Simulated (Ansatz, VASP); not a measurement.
# Two plane-wave programs on Be3ZnSe

```
CELL_PARAMETERS angstrom
3.66218 0.00000 0.00000
-1.83109 3.17154 0.00000
0.00000 0.00000 11.97194
ATOMIC_POSITIONS crystal
Be 0.33333 0.66667 0.08834
Be 0.33333 0.66667 0.48077
Be 0.33333 0.66667 0.68508
Be 0.66667 0.33333 0.35869
Be 0.66667 0.33333 0.73193
Be 0.00000 0.00000 0.63695
Zn 0.66667 0.33333 0.54858
Zn 0.00000 0.00000 0.82503
Se 0.33333 0.66667 0.28390
Se 0.00000 0.00000 0.03274
```

Alike in both runs: task single point; functional PBE; k mesh 6 × 6 × 2; occupations gaussian, width 0.2 eV; no spin polarisation.

|  | VASP | Ansatz |
| --- | --- | --- |
| version | VASP 6.6.1 | Ansatz 0.2.0 |
| potentials or method | VASP PAW PBE potentials, release 64 (Be, Zn, Se), cutoff 520 eV | scalar-relativistic, plane waves, PAW |
| valence electrons in the cell | 48 | 68 |

Ansatz gave:

| Quantity | Value |
| --- | --- |
| gap on the k mesh at the Fermi level (eV) | none |
| pressure (GPa) | 0.0 |
| traceless stress, the component that is largest in VASP (GPa) | -0.21 |
| rms of the force components (eV/Å) | 0.008 |

Question: Estimate VASP's values.

Answer: gap on the k mesh at the Fermi level (eV): none; pressure (GPa): 0.2; traceless stress, the component that is largest in VASP (GPa): -0.17; rms of the force components (eV/Å): 0.010.

Atom by atom the forces differ by 0.004 eV/Å (rms over components). A gap of «none» marks a metal or a gap that the smearing closes. The functional is the same, so the differences come from potentials, cutoffs and numerics. VASP's potentials hold 48 valence electrons a cell and Ansatz's 68, so a difference there can come from the potentials and not from the codes.
